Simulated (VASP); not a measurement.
A run of VASP 6.6.1 is set up as follows.

File INCAR:

```
SYSTEM = CuSi16
  ALGO = Normal
  EDIFF = 1E-6
  ENCUT = 520
  GGA = PE
  ISIF = 2
  ISMEAR = 0
  IVDW = 12
  LASPH = .True.
  LCHARG = .False.
  LREAL = Auto
  LWAVE = .False.
  NBANDS = 52
  NELECT = 74.0
  NELM = 100
  PREC = Accurate
  SIGMA = 0.02
```

The input KPOINTS:

```
k-points
0
Gamma
  2 2 2
  0 0 0
```

The input POSCAR:

```
CuSi16
1.0
    0.0000000000      5.4300000000      5.4300000000
    5.4300000000      0.0000000000      5.4300000000
    5.4300000000      5.4300000000      0.0000000000
Si Cu
16 1
Direct
    0.0073312155     -0.0330162983      0.0148140884
    0.1229372928      0.1195884899      0.1170558932
   -0.0163534991      0.0031201657      0.5082999079
    0.1204544199      0.1188417127      0.6421837017
   -0.0008518416      0.4913341621      0.0017888582
    0.1349302026      0.5957068140      0.1347745856
    0.0000216390      0.4909597606      0.5088352670
    0.1145043278      0.6301045120      0.6279100368
    0.5076659300      0.0066408840     -0.0240440147
    0.6377686004      0.1211603131      0.1183584715
    0.5049174954      0.0031427256      0.5100959484
    0.6160645488      0.1659546041      0.6047129834
    0.5074528545      0.4927136280      0.0011462247
    0.6270957643      0.6332793738      0.1134968692
    0.4867901473      0.5378557090      0.4880606814
    0.6278894107      0.6301380295      0.6273500000
    0.3356516575     -0.0017720994      0.3314004604
```

Potentials or basis: VASP PAW PBE potentials, release 64 (Si, Cu).

The run is started by

```console
$ cat potpaw_PBE.64/Si/POTCAR potpaw_PBE.64/Cu/POTCAR > POTCAR
$ mpirun -np 1 vasp_std > vasp.out
```

(1) Predict the largest force.

(2) What does it give for the dispersion energy per atom?

Answers

(1) 0.096 eV/Å.

(2) -0.334 eV.

Caveat: the k points lie up to 0.50 Å⁻¹ apart; the cell carries a net charge on a neutralising background, which shifts energy and pressure.
